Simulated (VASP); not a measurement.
SrTiO3:

```
Sr Ti O
1.0
     3.90685    0.00000    0.00000
     0.00000    3.90685    0.00000
     0.00000    0.00000    3.90685
Sr Ti O
1 1 3
Direct
  0.00000 0.00000 0.00000
  0.50000 0.50000 0.50000
  0.50000 0.00000 0.50000
  0.50000 0.50000 0.00000
  0.00000 0.50000 0.50000
```

Base run:

| Item | Value |
| --- | --- |
| Program | VASP 6.6.1 |
| Functional | PBE |
| Potentials or basis | VASP PAW PBE potentials, release 64 (Sr_sv, Ti_sv, O) |
| Cutoff | 520 eV |
| k mesh | 6 × 6 × 6 |
| Occupations | fermi-dirac, width 0.02 eV |
| Spin | no spin polarisation |

Its results: band gap on the k mesh 1.85 eV, indirect (least direct gap 2.21 eV); pressure 4.7 GPa.

Question: The run is repeated on the same cell with these changes: functional from PBE to r2SCAN; occupations from fermi-dirac, width 0.02 eV to gaussian, width 0.01 eV. What comes out?

Answer: Band gap on the k mesh 2.27 eV, indirect (least direct gap 2.66 eV); pressure 0.9 GPa.

Caveats: the PAW data sets were made with another functional, which shifts forces and pressure a little (some runs).

A k mesh can miss the band edges.
